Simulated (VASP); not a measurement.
A run of VASP 6.6.1:

The input INCAR:

```
SYSTEM = BiSe3
PREC     = Accurate       ! precision mode
ENCUT    = 600            ! plane-wave cutoff, eV
EDIFF    = 1E-6           ! SCF threshold, eV
ISMEAR   = 0              ! smearing method
SIGMA    = 0.1            ! smearing width, eV
LREAL    = .FALSE.        ! projectors in reciprocal space
LASPH    = .TRUE.         ! aspherical terms in the spheres
NELM     = 60             ! most SCF steps
ALGO     = Normal         ! electronic algorithm
ISIF     = 3              ! what is computed and relaxed
LWAVE    = .FALSE.        ! write WAVECAR
LCHARG   = .FALSE.        ! write CHGCAR
GGA      = PE             ! functional
IBRION   = 2              ! ionic algorithm
NSW      = 100            ! ionic steps
EDIFFG   = -0.01          ! ionic threshold
```

Contents of KPOINTS:

```
regular mesh
0
G
  12 12 12
  0 0 0
```

Contents of POSCAR:

```
BiSe3
1.0
    0.0000000000      3.6009248270      3.6009248270
    3.6009248270      0.0000000000      3.6009248270
    3.6009248270      3.6009248270      0.0000000000
Bi Se
1 3
Direct
    0.5000000000      0.5000000000      0.5000000000
    0.2500000000      0.2500000000      0.2500000000
    0.7500000000      0.7500000000      0.7500000000
    0.0000000000      0.0000000000      0.0000000000
```

Potentials or basis: VASP PAW PBE potentials, release 64 (Bi_d, Se).

Command:

```bash
$ cat potpaw_PBE.64/Bi_d/POTCAR potpaw_PBE.64/Se/POTCAR > POTCAR
$ mpirun -np 1 vasp_std > vasp.out
```

Hardware: 1 thread of Intel Xeon 6455B, on a shared host.

Q: Estimate the wall time of this run.

A: It took 4.8 min on 1 thread of Intel Xeon 6455B (shared host), peak memory 0.36 GiB. Counts: scf iterations 18, k points 72, ion steps 2.
